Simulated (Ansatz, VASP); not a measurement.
## C in VASP and in Ansatz

The input INCAR:

```
PREC = Accurate ; ENCUT = 520
EDIFF = 1E-6 ; ISMEAR = 0
SIGMA = 0.15 ; LREAL = False
LASPH = True ; NELM = 60
ALGO = Normal ; ISIF = 2
LWAVE = False ; LCHARG = True
GGA = PS ; IVDW = 12
LELF = True ; LVHAR = True
NBANDS = 16
```

File KPOINTS:

```
regular mesh
0
Gamma
  18 18 6
```

The input POSCAR:

```
C
1.0
    2.4580081303     -0.1843506097      0.0000000000
   -1.3886563765      2.2208727884      0.0000000000
    0.0000000000      0.0000000000      7.0406607111
C
4
Direct
    0.0000000000      0.0000000000      0.0025000000
    0.0000000000      0.0000000000      0.5025000000
    0.3333333333      0.6666666667      0.0025000000
    0.6666666667      0.3333333333      0.5025000000
```

Input for Ansatz:

```yaml
crystal:
  lattice:
    - [2.4580081303, -0.1843506097, 0.0]
    - [-1.3886563765, 2.2208727884, 0.0]
    - [0.0, 0.0, 7.0406607111]
  atoms:
    - { symbol: C, position: [0.0, 0.0, 0.0025] }
    - { symbol: C, position: [0.0, 0.0, 0.5025] }
    - { symbol: C, position: [0.3333333333, 0.6666666667, 0.0025] }
    - { symbol: C, position: [0.6666666667, 0.3333333333, 0.5025] }
basis:
  ecutwfc: 520.0
kpoints:
  mp_grid: { grid: [18, 18, 6] }
hamiltonian:
  xc: pbesol
  pseudopotentials: { kind: paw, azcp: { folder: soft_1 } }
  dispersion: d3bj
scf:
  occupations: { method: gaussian, width: 0.15 }
output:
  forces: true
  stress: true
  eigenvalues: true
```

Change from the starting cell: engineering shear strain xy -0.1500, normal strain along z +0.0700.

Alike in both runs: task single point; functional PBEsol; dispersion D3(BJ); k mesh 18 × 18 × 6; occupations gaussian, width 0.15 eV; no spin polarisation.

|  | VASP | Ansatz |
| --- | --- | --- |
| version | VASP 6.6.1 | Ansatz 0.2.0 |
| potentials or method | VASP PAW PBE potentials, release 64 (C), cutoff 520 eV | scalar-relativistic, plane waves, PAW |
| valence electrons in the cell | 16 | 16 |

Ansatz gave:

- gap on the k mesh at the Fermi level (eV): 0.24
- least direct gap on the mesh (eV): 0.24
- pressure (GPa): 8.0
- traceless stress, the component that is largest in VASP (GPa): 67.09
- rms of the force components (eV/Å): 1.235

Problem. Estimate VASP's values.

Solution. gap on the k mesh at the Fermi level (eV): 0.24; least direct gap on the mesh (eV): 0.24; pressure (GPa): 8.7; traceless stress, the component that is largest in VASP (GPa): 67.33; rms of the force components (eV/Å): 1.257.

VASP's potentials were made for PBE, not for PBEsol, and Ansatz warns of the same on its side. Atom by atom the forces differ by 0.024 eV/Å (rms over components).
